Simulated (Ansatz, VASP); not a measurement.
One calculation of SnTe, two programs

```xyz
2
Lattice="0.0000 3.5478 3.5478 3.5478 0.0000 3.5478 3.5478 3.5478 0.0000" Properties=species:S:1:pos:R:3 pbc="T T T"
Sn    0.0000    0.0000    0.0000
Te    1.7739    1.7739    1.7739
```

Alike in both runs: task single point; functional r2SCAN; k mesh 6 × 6 × 6; occupations fermi-dirac, width 0.02 eV; no spin polarisation.

```csv
,VASP,Ansatz
version,VASP 6.6.1,Ansatz 0.2.0
potentials or method,"VASP PAW PBE potentials, release 64 (Sn_d, Te)","plane waves, PAW"
plane-wave cutoff (eV),520,500
valence electrons in the cell,20,30
```

|  | VASP | Ansatz | Ansatz less VASP |
| --- | --- | --- | --- |
| pressure (GPa) | 0.9 | 0.9 | 0.00 |

VASP's potentials were made for PBE, not for r2SCAN. VASP's potentials hold 20 valence electrons a cell and Ansatz's 30, so a difference there can come from the potentials and not from the codes.

Neither program's run includes spin-orbit coupling.
